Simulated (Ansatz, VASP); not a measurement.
## Two plane-wave programs on BN

```
CELL_PARAMETERS angstrom
4.44019 0.00000 0.00000
0.00000 4.44019 0.00000
0.00000 0.00000 4.44019
ATOMIC_POSITIONS crystal
B 0.50000 0.00000 0.75000
B 0.75000 0.50000 0.00000
B 0.00000 0.75000 0.50000
B 0.50000 0.00000 0.25000
B 0.25000 0.50000 0.00000
B 0.00000 0.25000 0.50000
N 0.00000 0.50000 0.75000
N 0.75000 0.00000 0.50000
N 0.50000 0.75000 0.00000
N 0.00000 0.50000 0.25000
N 0.25000 0.00000 0.50000
N 0.50000 0.25000 0.00000
```

Alike in both runs: functional PBE; k mesh 6 × 6 × 6; occupations gaussian, width 0.02 eV; no spin polarisation.

Ansatz relaxed the structure, and its values are those at the end. VASP's run is a single point on that final structure, the one shown.

|  | VASP | Ansatz |
| --- | --- | --- |
| version | VASP 6.6.1 | Ansatz 0.2.0 |
| potentials or method | VASP PAW PBE potentials, release 64 (B, N), cutoff 520 eV | scalar-relativistic, plane waves, PAW |
| valence electrons in the cell | 48 | 48 |

|  | VASP | Ansatz | Ansatz less VASP |
| --- | --- | --- | --- |
| gap on the k mesh at the Fermi level (eV) | 4.62 | 4.63 | +0.012 |
| least direct gap on the mesh (eV) | 4.97 | 4.98 | +0.011 |
| pressure (GPa) | 0.2 | 0.0 | -0.17 |
